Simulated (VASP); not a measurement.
Input of a VASP 6.6.1 run:

File INCAR:

```
SYSTEM = C
  ALGO = Normal
  EDIFF = 1E-6
  ENCUT = 520
  GGA = PE
  ISIF = 2
  ISMEAR = 0
  LASPH = .True.
  LCHARG = .False.
  LREAL = .False.
  LWAVE = .False.
  NBANDS = 16
  NELM = 100
  PREC = Accurate
  SIGMA = 0.1
```

The input KPOINTS:

```
k-points
0
Gamma
  9 9 9
  0 0 0
```

POSCAR

```
C
1.0
    1.2331881000      0.7119814800      8.2826151000
   -1.2331881000      0.7119814800      8.2826151000
    0.0000000000     -1.4239629600      8.2826151000
C
4
Direct
    0.9128269200      0.9128269200      0.9128269200
    0.2461499400      0.2461499400      0.2461499400
    0.7538500600      0.7538500600      0.7538500600
    0.0871730800      0.0871730800      0.0871730800
```

Potentials or basis: VASP PAW PBE potentials, release 64 (C).

The run is started by

```bash
$ cat potpaw_PBE.64/C/POTCAR > POTCAR
$ mpirun -np 1 vasp_std > vasp.out
```

(1) What does it give for the pressure?

(2) Predict the largest force.

Answers

(1) 0.5 GPa.

(2) 0.007 eV/Å.

Caveat: this functional lacks dispersion, which binds layers or chains, so the pressure and a relaxed spacing across them are unreliable.
